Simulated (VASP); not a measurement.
# Zn4SeS3 (P-4m2) in VASP: notebook

Zn4SeS3 is run at these levels: PBE; tasks: single point.

All numbers are computed with VASP 6.6.1; they aren't measurements. Logs are shortened: lines on timing, memory, paths and dates and some standing lists are left out, and cuts for length are marked.

### 1 The cell of the first run

It takes space group P-4m2 (No. 115, tetragonal). The conventional cell has a = 3.739 Å, b = 3.739 Å, c = 10.560 Å, α = 90.00°, β = 90.00°, γ = 90.00°. Zn (site symmetry 2mm) has 4 S at 2.27 Å within 3.0 Å. Zn (site symmetry 2mm) has 2 S at 2.27 Å and 2 Se at 2.36 Å within 3.0 Å. Within 3.1 Å of Se (site symmetry -4m2) lie 4 Zn at 2.36 Å. S (site symmetry -4m2) has 4 Zn at 2.27 Å within 3.0 Å. S (site symmetry 2mm) has 4 Zn at 2.27 Å within 3.0 Å.

### 2 Single point, PBE (18.46 Å³/atom)

INCAR

```
SYSTEM = Zn4SeS3
  ALGO = Normal
  EDIFF = 1E-6
  ENCUT = 520
  GGA = PE
  ISIF = 2
  ISMEAR = 0
  LASPH = .True.
  LCHARG = .False.
  LREAL = .False.
  LWAVE = .False.
  NBANDS = 46
  NELM = 60
  PREC = Accurate
  SIGMA = 0.02
```

KPOINTS

```
k-points
0
Gamma
  8 8 4
  0 0 0
```

POSCAR

```
Zn4SeS3
1.0
    3.7392067812      0.0000000000      0.0000000000
    0.0000000000      3.7392067812      0.0000000000
    0.0000000000      0.0000000000     10.5602721990
Zn Se S
4 1 3
Direct
    0.5000000000      0.0000000000      0.8785835604
    0.0000000000      0.5000000000      0.1214164396
    0.5000000000      0.0000000000      0.3642426670
    0.0000000000      0.5000000000      0.6357573330
    0.0000000000      0.0000000000      0.5000000000
    0.0000000000      0.0000000000      0.0000000000
    0.5000000000      0.5000000000      0.2430446989
    0.5000000000      0.5000000000      0.7569553011
```

Potentials or basis: VASP PAW PBE potentials, release 64 (Zn, Se, S).

The run is started by

```sh
cat potpaw_PBE.64/Zn/POTCAR potpaw_PBE.64/Se/POTCAR potpaw_PBE.64/S/POTCAR > POTCAR
mpirun -np 1 vasp_std > vasp.out
```

OUTCAR:

```text
SYSTEM = Zn4SeS3
   EDIFF = 1E-6
   ENCUT = 520
   GGA = PE
   ISIF = 2
   ISMEAR = 0
   LASPH = .True.
   LREAL = .False.
   NELM = 60
   PREC = Accurate

 ion  position               nearest neighbor table
   1  0.500  0.000  0.879-   6 2.27   6 2.27   8 2.27   8 2.27
   2  0.000  0.500  0.121-   6 2.27   6 2.27   7 2.27   7 2.27
   3  0.500  0.000  0.364-   7 2.27   7 2.27   5 2.36   5 2.36
   4  0.000  0.500  0.636-   8 2.27   8 2.27   5 2.36   5 2.36
   5  0.000  0.000  0.500-   3 2.36   4 2.36   4 2.36   3 2.36
   6  0.000  0.000  0.000-   1 2.27   2 2.27   2 2.27   1 2.27
   7  0.500  0.500  0.243-   3 2.27   3 2.27   2 2.27   2 2.27
   8  0.500  0.500  0.757-   4 2.27   4 2.27   1 2.27   1 2.27

  LATTYP: Found a simple tetragonal cell.
 ALAT       =     3.7392067812
 C/A-ratio  =     2.8242011787

  Lattice vectors:

 A1 = (   3.7392067812,   0.0000000000,   0.0000000000)
 A2 = (   0.0000000000,   3.7392067812,   0.0000000000)
 A3 = (   0.0000000000,   0.0000000000,  10.5602721990)

Analysis of symmetry for initial positions (statically):
=====================================================================
 Subroutine PRICEL returns:
 Original cell was already a primitive cell.

 Routine SETGRP: Setting up the symmetry group for a
 simple tetragonal supercell.

 Subroutine GETGRP returns: Found  8 space group operations
 (whereof  8 operations were pure point group operations)
 out of a pool of 16 trial point group operations.

The static configuration has the point symmetry D_2d.

Analysis of symmetry for dynamics (positions and initial velocities):
=====================================================================
 Subroutine PRICEL returns:
 Original cell was already a primitive cell.

 Routine SETGRP: Setting up the symmetry group for a
 simple tetragonal supercell.

 Subroutine GETGRP returns: Found  8 space group operations
 (whereof  8 operations were pure point group operations)
 out of a pool of 16 trial point group operations.

The dynamic configuration has the point symmetry D_2d.

 Subroutine INISYM returns: Found  8 space group operations
 (whereof  8 operations are pure point group operations),
 and found     1 'primitive' translations

----------------------------------------------------------------------------------------

                                     Primitive cell

  volume of cell :     147.6502

  direct lattice vectors                    reciprocal lattice vectors
     3.739206781  0.000000000  0.000000000     0.267436400  0.000000000  0.000000000
     0.000000000  3.739206781  0.000000000     0.000000000  0.267436400  0.000000000
     0.000000000  0.000000000 10.560272199     0.000000000  0.000000000  0.094694529

  length of vectors
     3.739206781  3.739206781 10.560272199     0.267436400  0.267436400  0.094694529

  position of ions in fractional coordinates (direct lattice)
     0.500000000  0.000000000  0.878583560
     0.000000000  0.500000000  0.121416440
     0.500000000  0.000000000  0.364242667
     0.000000000  0.500000000  0.635757333
     0.000000000  0.000000000  0.500000000
     0.000000000  0.000000000  0.000000000
     0.500000000  0.500000000  0.243044699
     0.500000000  0.500000000  0.756955301

  ion indices of the primitive-cell ions
   primitive index   ion index
                 1           1
                 2           2
                 3           3
                 4           4
                 5           5
                 6           6
                 7           7
                 8           8

----------------------------------------------------------------------------------------

 KPOINTS: k-points

Automatic generation of k-mesh.
 Grid dimensions read from file:
 generate k-points for:    8    8    4

 Generating k-lattice:

  Cartesian coordinates                     Fractional coordinates (reciprocal lattice)
     0.033429550  0.000000000  0.000000000     0.125000000  0.000000000  0.000000000
     0.000000000  0.033429550  0.000000000     0.000000000  0.125000000  0.000000000
     0.000000000  0.000000000  0.023673632     0.000000000  0.000000000  0.250000000

  Length of vectors
     0.033429550  0.033429550  0.023673632

  Shift w.r.t. Gamma in fractional coordinates (k-lattice)
     0.000000000  0.000000000  0.000000000

 Subroutine IBZKPT returns following result:
 ===========================================

 Found     45 irreducible k-points:

 Following reciprocal coordinates:
            Coordinates               Weight
  0.000000  0.000000  0.000000      1.000000
  0.125000  0.000000  0.000000      4.000000
  0.250000  0.000000  0.000000      4.000000
  0.375000  0.000000  0.000000      4.000000
  0.500000  0.000000  0.000000      2.000000
  0.125000  0.125000  0.000000      4.000000
[... 16 lines left out ...]
  0.375000  0.125000  0.250000     16.000000
  0.500000  0.125000  0.250000      8.000000
 [... further k-points ...]
   k-points           NKPTS =     45   k-points in BZ     NKDIM =     45   number of bands    NBANDS=     46
   number of dos      NEDOS =    301   number of ions     NIONS =      8
   total plane-waves  NPLWV =  62720
   dimension x,y,z NGX =    28 NGY =   28 NGZ =   80
   dimension x,y,z NGXF=    56 NGYF=   56 NGZF=  160
   ions per type =               4   1   3
   NGX,Y,Z   is equivalent  to a cutoff of  12.45, 12.45, 12.59 a.u.
   NGXF,Y,Z  is equivalent  to a cutoff of  24.90, 24.90, 25.19 a.u.
 SYSTEM =  Zn4SeS3
   PREC   = accura    normal or accurate (medium, high low for compatibility)
   ISTART =      0    job   : 0-new  1-cont  2-samecut
   ICHARG =      2    charge: 1-file 2-atom 10-const
   ISPIN  =      1    spin polarized calculation?
   LNONCOLLINEAR =      F non collinear calculations
   LSORBIT =      F    spin-orbit coupling
   LASPH  =      T    aspherical Exc in radial PAW
   ENCUT  =  520.0 eV  38.22 Ry    6.18 a.u.   6.95  6.95 19.64*2*pi/ulx,y,z
   NELM   =     60;   NELMIN=  2; NELMDL= -5     # of ELM steps
   EDIFF  = 0.1E-05   stopping-criterion for ELM
   LREAL  =      F    real-space projection
   EDIFFG = 0.1E-04   stopping-criterion for IOM
   NSW    =      0    number of steps for IOM
   IBRION =     -1    ionic relax: 0-MD 1-quasi-New 2-CG
   NFREE  =      0    steps in history (QN), initial steepest desc. (CG)
   ISIF   =      2    stress and relaxation
   ISYM   =      2    0-nonsym 1-usesym 2-fastsym
   POTIM  = 0.5000    time-step for ionic-motion
   TEBEG  =    0.0;   TEEND  =   0.0 temperature during run
   PSTRESS=    0.0 pullay stress
   NELECT =      72.0000    total number of electrons
   NUPDOWN=      -1.0000    fix difference up-down
   EMIN   =  10.00;   EMAX   =-10.00  energy-range for DOS
   EFERMI =   0.00;   METHOD = LEGACY
   ISMEAR =     0;   SIGMA  =   0.02  broadening in eV -4-tet -1-fermi 0-gaus
   EFERMI_NEDOS =   21; number of points for ismear=-14 and -15
   IALGO  =     38    algorithm
   IMIX   =      4    mixing-type and parameters
     AMIX     =   0.40;   BMIX     =  1.00
     AMIX_MAG =   1.60;   BMIX_MAG =  1.00
  volume/ion in A,a.u.               =      18.46       124.55
  Fermi-wavevector in a.u.,A,eV,Ry     =   1.288569  2.435042 22.591246  1.660410
  Thomas-Fermi vector in A             =   2.420515
   LORBIT       =      0    0 simple, 1 ext, 2 COOP (PROOUT), +10 PAW based schemes
   GGA     = PE    functional components
   LHFCALC =     F    Hartree Fock is set to
   AEXX    =    0.0000 exact exchange contribution
   IVDW    =     0    specifies the selected vdW correction
   LEPSILON=     F    determine dielectric tensor
   LRPA    =     F    only Hartree local field effects (RPA)
 non-spin polarized calculation
 Gauss-broadening in eV      SIGMA  =   0.02
  energy-cutoff  :      520.00
  volume of cell :      147.65
 maximum number of plane-waves:      4004
 NGX is ok and might be reduce to    28
   NGX = 13   NGY = 13   NGZ = 39

 number of electron      72.0000082 magnetization

 Free energy of the ion-electron system (eV)
  ---------------------------------------------------
  ext. energy  EPLUGINS =         0.00000000
  ---------------------------------------------------
  free energy    TOTEN  =       -25.87723296 eV

  energy without entropy =      -25.87723296  energy(sigma->0) =      -25.87723296

 E-fermi :   3.1892     XC(G=0): -10.0441

 val. band max:        3.0481515439   @ k =   0.0000   0.0000   0.0000
 cond. band min:       5.2919204757   @ k =   0.0000   0.0000   0.0000
 fundamental gap:      2.2437689318
 Fermi energy:         3.1891987224

 k-point     1 :       0.0000    0.0000    0.0000
  band No.  band energies     occupation
      1     -10.9648      2.00000
      2     -10.3354      2.00000
      3     -10.2631      2.00000
      4      -9.4921      2.00000
      5      -4.0352      2.00000
      6      -3.9964      2.00000
[... 38 lines left out ...]
     45       9.1424      0.00000
     46       9.1757      0.00000

 k-point     2 :       0.1250    0.0000    0.0000
  band No.  band energies     occupation
      1     -10.8746      2.00000
      2     -10.2783      2.00000
      3     -10.2035      2.00000
      4      -9.4920      2.00000
      5      -3.9838      2.00000
      6      -3.9590      2.00000
[... 38 lines left out ...]
     45       9.2699      0.00000
     46       9.5469      0.00000

 k-point     3 :       0.2500    0.0000    0.0000
  band No.  band energies     occupation
      1     -10.6235      2.00000
      2     -10.1332      2.00000
      3     -10.0525      2.00000
      4      -9.5181      2.00000
      5      -3.9153      2.00000
      6      -3.8705      2.00000
[... 1018 lines left out ...]
     45      10.0773      0.00000
     46      10.2790      0.00000

 k-point    24 :       0.5000    0.1250    0.2500
  band No.  band energies     occupation
      1      -9.8850      2.00000
      2      -9.8772      2.00000
      3      -9.8623      2.00000
      4      -9.6962      2.00000
      5      -3.8256      2.00000
      6      -3.8105      2.00000
[... 38 lines left out ...]
     45      10.0308      0.00000
     46      10.1446      0.00000

 [... further k-points ...]

------------------------ aborting loop because EDIFF is reached ----------------------------------------

  FORCE on cell =-STRESS in cart. coord.  units (eV):
  Direction    XX          YY          ZZ          XY          YZ          ZX
  --------------------------------------------------------------------------------------
  -------------------------------------------------------------------------------------
  Total       10.4472683     10.4472683     10.4439633      0.0000000      0.0000000      0.0000000
  in kB      113.3650679    113.3650679    113.3292052      0.0000000      0.0000000      0.0000000
  external PRESSURE =     113.3531137 kB  Pullay stress =       0.0000000 kB

 VOLUME and BASIS-vectors are now :
 -----------------------------------------------------------------------------
  energy-cutoff  :      520.00
  volume of cell :      147.65
      direct lattice vectors                 reciprocal lattice vectors
     3.739206781  0.000000000  0.000000000     0.267436400  0.000000000  0.000000000
     0.000000000  3.739206781  0.000000000     0.000000000  0.267436400  0.000000000
     0.000000000  0.000000000 10.560272199     0.000000000  0.000000000  0.094694529

 POSITION                                       TOTAL-FORCE (eV/Angst)
 -----------------------------------------------------------------------------------
      1.86960      0.00000      9.27808         0.000000      0.000000      0.001262
      0.00000      1.86960      1.28219        -0.000000      0.000000     -0.001262
      1.86960      0.00000      3.84650         0.000000      0.000000     -0.011336
      0.00000      1.86960      6.71377        -0.000000      0.000000      0.011336
      0.00000      0.00000      5.28014        -0.000000      0.000000      0.000000
      0.00000      0.00000      0.00000        -0.000000      0.000000      0.000000
      1.86960      1.86960      2.56662        -0.000000      0.000000     -0.002580
      1.86960      1.86960      7.99365        -0.000000     -0.000000      0.002580
 -----------------------------------------------------------------------------------
    total drift:                                0.000000      0.000000      0.000000

  FREE ENERGIE OF THE ION-ELECTRON SYSTEM (eV)
  ---------------------------------------------------
  free  energy   TOTEN  =       -25.8772329626 eV

  energy  without entropy=      -25.8772329626  energy(sigma->0) =      -25.87723296
```

Wall time 4.9 min (1 thread of Intel Xeon Platinum 8259CL at 2.50GHz (Skylake/Cascade Lake), shared host); peak memory 0.39 GiB.

Results:

* Free energy: -25.8772 eV
* Pressure: 11.3 GPa
* Largest force: 0.011 eV/Å
* Band gap on the k mesh: 2.24 eV

Forces on the atoms (eV/Å):
```
Zn   0.000  0.000  0.001
Zn   0.000  0.000 -0.001
Zn   0.000  0.000 -0.011
Zn   0.000  0.000  0.011
Se   0.000  0.000  0.000
S    0.000  0.000  0.000
S    0.000  0.000 -0.003
S    0.000  0.000  0.003
```

Caveat: the cell stands under pressure. A k mesh can miss the band edges.

### 3 Single point, PBE (19.09 Å³/atom)

This run uses another cell than the first one, of 19.09 Å³/atom.

INCAR

```
SYSTEM = Zn4SeS3
PREC = Accurate ; ENCUT = 520
EDIFF = 1E-6 ; ISMEAR = 0
SIGMA = 0.02 ; LREAL = .FALSE.
LASPH = .TRUE. ; NELM = 80
ALGO = Normal ; ISIF = 2
LWAVE = .FALSE. ; LCHARG = .TRUE.
GGA = PE ; LELF = .TRUE.
LVHAR = .TRUE. ; NBANDS = 46
```

KPOINTS

```
Automatic mesh
0
G
  8 8 4
  0 0 0
```

POSCAR

```
Zn4SeS3
1.0
    3.7805933851      0.0000000000      0.0000000000
    0.0000000000      3.7805933851      0.0000000000
    0.0000000000      0.0000000000     10.6824989267
Zn Se S
4 1 3
Direct
    0.5000000000      0.0000000000      0.8785795240
    0.0000000000      0.5000000000      0.1214204760
    0.5000000000      0.0000000000      0.3644719026
    0.0000000000      0.5000000000      0.6355280974
    0.0000000000      0.0000000000      0.5000000000
    0.0000000000      0.0000000000      0.0000000000
    0.5000000000      0.5000000000      0.2430528336
    0.5000000000      0.5000000000      0.7569471664
```

Potentials or basis: VASP PAW PBE potentials, release 64 (Zn, Se, S).

The run is started by

```sh
cat potpaw_PBE.64/Zn/POTCAR potpaw_PBE.64/Se/POTCAR potpaw_PBE.64/S/POTCAR > POTCAR
mpirun -np 1 vasp_std > vasp.out
```

It took 4.8 min on 1 thread of Intel Xeon Platinum 8259CL at 2.50GHz (Skylake/Cascade Lake), shared host; peak memory 0.4 GiB.

The run converged. Its results:

```
Free energy            : -26.1809 eV
Pressure               : 7.9 GPa
Largest force          : 0.019 eV/Å
Band gap on the k mesh : 2.10 eV
```

Forces on the atoms (eV/Å):
```
Zn   0.000  0.000  0.001
Zn   0.000  0.000 -0.001
Zn   0.000  0.000 -0.019
Zn   0.000  0.000  0.019
Se   0.000  0.000  0.000
S    0.000  0.000  0.000
S    0.000  0.000  0.004
S    0.000  0.000 -0.004
```

Levels at points of the mesh, in eV from the valence-band top:
```
           k point  band 32  band 33  band 34  band 35  band 36  band 37  band 38  band 39  band 40  band 41
(0.00, 0.00, 0.00)    -1.28    -1.28    -0.09     0.00     0.00     2.10     3.06     3.73     4.17     4.18
(0.50, 0.00, 0.00)    -1.28    -1.25    -1.08    -1.02    -0.44     3.09     3.20     4.61     4.89     6.44
(0.50, 0.50, 0.00)    -3.08    -2.67    -2.53    -2.53    -2.36     2.92     3.18     3.82     3.82     5.53
(0.00, 0.00, 0.50)    -1.19    -0.72    -0.72    -0.28    -0.28     3.20     3.25     3.43     3.53     4.05
(0.50, 0.00, 0.50)    -1.79    -1.28    -1.28    -1.27    -0.44     3.84     3.93     3.97     4.13     6.03
(0.50, 0.50, 0.50)    -2.87    -2.87    -2.76    -2.76    -2.57     3.79     4.02     4.07     4.12     4.60
```

Caveat: the cell stands under pressure. A k mesh can miss the band edges.
